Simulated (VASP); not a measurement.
Write the native input for VASP 6.6.1 that does the following.

* Task: single point
* Functional: r2SCAN
* Potentials or basis: VASP PAW PBE potentials, release 64 (K_sv, Mg, F)
* Cutoff: 520 eV
* k mesh: 6 × 6 × 6
* Occupations: gaussian, width 0.01 eV
* Spin: no spin polarisation
* Dipole correction: no
* Further INCAR settings: ALGO = Normal; EDIFF = 1e-06; NBANDS = 24

KMgF3:

```
CELL_PARAMETERS angstrom
4.05830 0.00000 0.00000
0.00000 4.05830 0.00000
0.00000 0.00000 4.05830
ATOMIC_POSITIONS crystal
K 0.50000 0.50000 0.50000
Mg 0.00000 0.00000 0.00000
F 0.50000 0.00000 0.00000
F 0.00000 0.50000 0.00000
F 0.00000 0.00000 0.50000
```

This cell differs from its parent crystal: volume changed by +6%.

One way to write it, as run:

POSCAR

```
KMgF3
1.0
    4.0582992159      0.0000000000      0.0000000000
    0.0000000000      4.0582992159      0.0000000000
    0.0000000000      0.0000000000      4.0582992159
K Mg F
1 1 3
Direct
    0.5000000000      0.5000000000      0.5000000000
    0.0000000000      0.0000000000      0.0000000000
    0.5000000000      0.0000000000      0.0000000000
    0.0000000000      0.5000000000      0.0000000000
    0.0000000000      0.0000000000      0.5000000000
```

INCAR.step1

```
  PREC = Accurate
  ENCUT = 520
  ISMEAR = 0
  SIGMA = 0.01
  LREAL = False
  LASPH = True
  NELM = 80
  NBANDS = 24
  GGA = PE
  ALGO = Normal
  EDIFF = 1E-4
  LWAVE = True
  LCHARG = False
```

INCAR.step2

```
  PREC = Accurate
  ENCUT = 520
  EDIFF = 1E-6
  ISMEAR = 0
  SIGMA = 0.01
  LREAL = False
  LASPH = True
  NELM = 80
  ALGO = Normal
  ISIF = 2
  LWAVE = False
  LCHARG = False
  METAGGA = R2SCAN
  LMIXTAU = True
  NBANDS = 24
  ISTART = 1
```

KPOINTS

```
Automatic mesh
0
Gamma
  6 6 6
```

Potentials or basis: VASP PAW PBE potentials, release 64 (K_sv, Mg, F).

Launch:

```sh
$ cat potpaw_PBE.64/K_sv/POTCAR potpaw_PBE.64/Mg/POTCAR potpaw_PBE.64/F/POTCAR > POTCAR
$ cp INCAR.step1 INCAR
$ mpirun -np 1 vasp_std > vasp.out
$ cp INCAR.step2 INCAR
$ mpirun -np 1 vasp_std > vasp.out
```

Results of the run:

```
Pressure               : -4.6 GPa
Band gap on the k mesh : 7.83 eV, indirect (least direct gap 8.15 eV)
```

Caveat: the PAW data sets were made with another functional, which shifts forces and pressure a little.

Wall time 3.2 min on 1 thread of AMD EPYC 7R13, on a shared host, peak memory 0.16 GiB.
